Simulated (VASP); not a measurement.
Set up this calculation in VASP 6.6.1, as the native input.

```
Task                   : single point
Functional             : revPBE
Potentials or basis    : VASP PAW PBE potentials, release 64 (In_d)
Cutoff                 : 520 eV
k mesh                 : 13 × 13 × 13
Occupations            : fermi-dirac, width 0.1 eV
Spin                   : no spin polarisation
Dipole correction      : no
Further INCAR settings : ALGO = Normal; EDIFF = 1e-06; NBANDS = 20
```

The structure of In lies in POSCAR:

```
In
1.0
    0.0000000000      3.4132156359      3.4132156359
    3.4132156359      0.0000000000      3.4132156359
    3.4132156359      3.4132156359      0.0000000000
In
2
Direct
    0.1250000000      0.1250000000      0.1250000000
    0.8750000000      0.8750000000      0.8750000000
```

This isn't the form of In at room conditions, which is tetragonal.

These files were run (other wordings do the same):

INCAR

```
  PREC = Accurate
  ENCUT = 520
  EDIFF = 1E-6
  ISMEAR = -1
  SIGMA = 0.1
  LREAL = False
  LASPH = True
  NELM = 80
  ALGO = Normal
  ISIF = 2
  LWAVE = False
  LCHARG = True
  GGA = RE
  LELF = True
  LVHAR = True
  NBANDS = 20
```

KPOINTS

```
Automatic mesh
0
Gamma
  13 13 13
```

Potentials or basis: VASP PAW PBE potentials, release 64 (In_d).

Command:

```console
$ cat potpaw_PBE.64/In_d/POTCAR > POTCAR
$ mpirun -np 1 vasp_std > vasp.out
```

Results of the run:

```
Pressure               : 0.1 GPa
Band gap on the k mesh : zero (bands 13 and 14 overlap by 2.91 eV)
```

Caveat: the PAW data sets were made with another functional, which shifts forces and pressure a little; spin-orbit coupling is left out, which moves the levels of the heavy elements.

Run time: 2.2 min on 1 thread of Intel Xeon 8259CL, with other jobs on the host, peak memory 0.26 GiB.
